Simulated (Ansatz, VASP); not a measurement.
# InSe in VASP and in Ansatz

The input INCAR:

```
ALGO = Normal
EDIFF = 1E-8
ENCUT = 520
GGA = PS
ISIF = 2
ISMEAR = -1
LASPH = T
LCHARG = F
LEFG = T
LREAL = F
LWAVE = F
NBANDS = 27
NELM = 80
PREC = Accurate
SIGMA = 0.02
```

The input KPOINTS:

```
k-points
0
Gamma
  7 7 6
```

Contents of POSCAR:

```
InSe
1.0
    5.8576276766     -2.0256604866      0.0190645134
    5.8781776766      2.0843395134      0.0396145134
   -1.5777974142      0.0136212036      4.3156593279
In Se
2 2
Direct
    0.8840000000      0.8840000000      0.0050000000
    0.1160000000      0.1160000000      0.9950000000
    0.6600000000      0.6600000000      0.6420000000
    0.3400000000      0.3400000000      0.3580000000
```

Input for Ansatz:

```yaml
crystal:
  lattice:
    - [5.8576276766, -2.0256604866, 0.0190645134]
    - [5.8781776766, 2.0843395134, 0.0396145134]
    - [-1.5777974142, 0.0136212036, 4.3156593279]
  atoms:
    - { symbol: In, position: [0.884, 0.884, 0.005] }
    - { symbol: In, position: [0.116, 0.116, 0.995] }
    - { symbol: Se, position: [0.66, 0.66, 0.642] }
    - { symbol: Se, position: [0.34, 0.34, 0.358] }
kpoints:
  mp_grid: { grid: [7, 7, 6] }
scf:
  occupations: { method: fermi_dirac, width: 0.02 }
hamiltonian:
  xc: pbesol
  pseudopotentials: { kind: all_electron, datasets: crystal }
output:
  forces: true
  stress: true
  eigenvalues: true
  efg: { contact_densities: true }
```

Change from the starting cell: equal xy, yz and zx shear strains of +1 %, crystal datasets.

Alike in both runs: task electric field gradients; functional PBEsol; k mesh 7 × 7 × 6; occupations fermi-dirac, width 0.02 eV; no spin polarisation.

|  | VASP | Ansatz |
| --- | --- | --- |
| version | VASP 6.6.1 | Ansatz 0.2.0 |
| potentials or method | VASP PAW PBE potentials, release 64 (In_d, Se), cutoff 520 eV | all-electron PAW with datasets made for the crystal, scalar-relativistic |

```tsv
	VASP	Ansatz	Ansatz less VASP
gap on the k mesh at the Fermi level (eV)	0.84	0.85	+0.005
pressure (GPa)	-0.2	-0.2	-0.05
traceless stress, the component that is largest in VASP (GPa)	1.86	1.86	-0.003
rms of the force components (eV/Å)	0.332	0.333	+0.0010
size of Vzz on the site where it differs most (V/Å²)	71.7	75.2	+3.51
```

VASP's potentials were made for PBE, not for PBEsol. Atom by atom the forces differ by 0.009 eV/Å (rms over components). Ansatz ran all-electron here, and VASP with PAW potentials.
